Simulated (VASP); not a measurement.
A run of VASP 6.6.1 is set up as follows.

Contents of INCAR:

```
SYSTEM = Cs2LiScF6
ALGO     = Normal         ! electronic algorithm
EDIFF    = 1E-7           ! SCF threshold, eV
ENCUT    = 520            ! plane-wave cutoff, eV
GGA      = PS             ! functional
ISIF     = 2              ! what is computed and relaxed
ISMEAR   = 0              ! smearing method
LASPH    = .True.         ! aspherical terms in the spheres
LCHARG   = .False.        ! write CHGCAR
LREAL    = .False.        ! projectors in reciprocal space
LWAVE    = .False.        ! write WAVECAR
NBANDS   = 48             ! bands
NELM     = 100            ! most SCF steps
PREC     = Accurate       ! precision mode
SIGMA    = 0.05           ! smearing width, eV
```

The input KPOINTS:

```
k-points
0
Gamma
  6 6 6
  0 0 0
```

File POSCAR:

```
Cs2LiScF6
1.0
    0.0000000000      4.2963951983      4.2963951983
    4.2963951983      0.0000000000      4.2963951983
    4.2963951983      4.2963951983      0.0000000000
Cs Li Sc F
2 1 1 6
Direct
    0.7500261767      0.7499738233      0.7500261767
    0.2500261767      0.2499738233      0.2500261767
    0.5032272315      0.4967727685      0.5032272315
    0.0031563511     -0.0031563511      0.0031563511
    0.7596891080      0.2403108920      0.2333282942
    0.2333282942      0.2403108920      0.7596891080
    0.2333282942      0.7666717058      0.7596891080
    0.2392951896      0.7607048104      0.2392951896
    0.7656560034      0.2343439966      0.7656560034
    0.7596891080      0.7666717058      0.2333282942
```

Potentials or basis: VASP PAW PBE potentials, release 64 (Cs_sv, Li_sv, Sc_sv, F).

Run with:

```sh
$ cat potpaw_PBE.64/Cs_sv/POTCAR potpaw_PBE.64/Li_sv/POTCAR potpaw_PBE.64/Sc_sv/POTCAR potpaw_PBE.64/F/POTCAR > POTCAR
$ mpirun -np 1 vasp_std > vasp.out
```

(1) What does it give for the band gap on the k mesh?

(2) Predict the largest force.

## Answers

(1) 6.75 eV (least direct gap 6.76 eV).

(2) 0.265 eV/Å.

Caveat: the cell differs from its parent crystal (atoms displaced along a vibrational mode); the PAW data sets were made with another functional, which shifts forces and pressure a little; spin-orbit coupling is left out, which moves the levels of the heavy elements.
